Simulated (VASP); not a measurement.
Input of a VASP 6.6.1 run:

POSCAR

```
Ru
1.0
    2.7057993342      0.0000000000      0.0000000000
   -1.3528996671      2.3432909610      0.0000000000
    0.0000000000      0.0000000000      4.4103570000
Ru
2
Direct
    0.3333333333      0.6666666667      0.2500000000
    0.6666666667      0.3333333333      0.7500000000
```

The input INCAR.step1:

```
SYSTEM = Ru
ALGO     = Normal         ! electronic algorithm
EDIFF    = 1E-4           ! SCF threshold, eV
ENCUT    = 520            ! plane-wave cutoff, eV
GGA      = PE             ! functional
ISMEAR   = 0              ! smearing method
LASPH    = .TRUE.         ! aspherical terms in the spheres
LCHARG   = .FALSE.        ! write CHGCAR
LREAL    = .FALSE.        ! projectors in reciprocal space
LWAVE    = .TRUE.         ! write WAVECAR
NBANDS   = 21             ! bands
NELM     = 100            ! most SCF steps
PREC     = Accurate       ! precision mode
SIGMA    = 0.15           ! smearing width, eV
```

The input INCAR.step2:

```
SYSTEM = Ru
ALGO     = Normal         ! electronic algorithm
EDIFF    = 1E-7           ! SCF threshold, eV
ENCUT    = 520            ! plane-wave cutoff, eV
ISIF     = 2              ! what is computed and relaxed
ISMEAR   = 0              ! smearing method
ISTART   = 1            
LASPH    = .TRUE.         ! aspherical terms in the spheres
LCHARG   = .FALSE.        ! write CHGCAR
LMIXTAU  = .TRUE.       
LREAL    = .FALSE.        ! projectors in reciprocal space
LWAVE    = .FALSE.        ! write WAVECAR
METAGGA  = R2SCAN         ! meta-GGA
NBANDS   = 21             ! bands
NELM     = 100            ! most SCF steps
PREC     = Accurate       ! precision mode
SIGMA    = 0.15           ! smearing width, eV
```

The input KPOINTS:

```
k-points
0
G
  24 24 12
  0 0 0
```

Potentials or basis: VASP PAW PBE potentials, release 64 (Ru_pv).

The run is started by

```sh
$ cat potpaw_PBE.64/Ru_pv/POTCAR > POTCAR
$ cp INCAR.step1 INCAR
$ mpirun -np 1 vasp_std > vasp.out
$ cp INCAR.step2 INCAR
$ mpirun -np 1 vasp_std > vasp.out
```

(1) Predict the pressure.

(2) What does it give for the band gap on the k mesh?

Answers

(1) -9.8 GPa.

(2) zero (bands 14 and 15 overlap by 3.15 eV).

Caveat: the cell differs from its parent crystal (strain +0.000 along x and y, +0.030 along z); the stress differs along the axes, from -20 to -5 GPa; the PAW data sets were made with another functional, which shifts forces and pressure a little.
